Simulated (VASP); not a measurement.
Ru, 2 atoms in the cell. Symmetry: P6_3/mmc, No. 194, hexagonal system. The conventional cell has a = 2.706 Å, b = 2.706 Å, c = 4.258 Å, α = 90.00°, β = 90.00°, γ = 120.00°. Within 3.5 Å of Ru (site symmetry -6m2) lie 12 Ru at 2.64 to 2.71 Å. 

* Program: VASP 6.6.1
* Task: single point
* Functional: r2SCAN
* Potentials or basis: VASP PAW PBE potentials, release 64 (Ru_pv)
* Cutoff: 520 eV
* k mesh: 19 × 19 × 11
* Occupations: fermi-dirac, width 0.1 eV
* Spin: no spin polarisation
* Dipole correction: no
* Further INCAR settings: ALGO = Normal; EDIFF = 1e-06; NBANDS = 21

Potentials or basis: VASP PAW PBE potentials, release 64 (Ru_pv).

The run is started by

```bash
$ cat potpaw_PBE.64/Ru_pv/POTCAR > POTCAR
$ cp INCAR.step1 INCAR
$ mpirun -np 1 vasp_std > vasp.out
$ cp INCAR.step2 INCAR
$ mpirun -np 1 vasp_std > vasp.out
```

Hardware: 1 thread of Intel Xeon 8259CL, with other jobs on the host.

Problem. Estimate the wall time of this run.

Solution. It took 9.2 min on 1 thread of Intel Xeon 8259CL, with other jobs on the host, peak memory 0.23 GiB. Counts: k points 240.
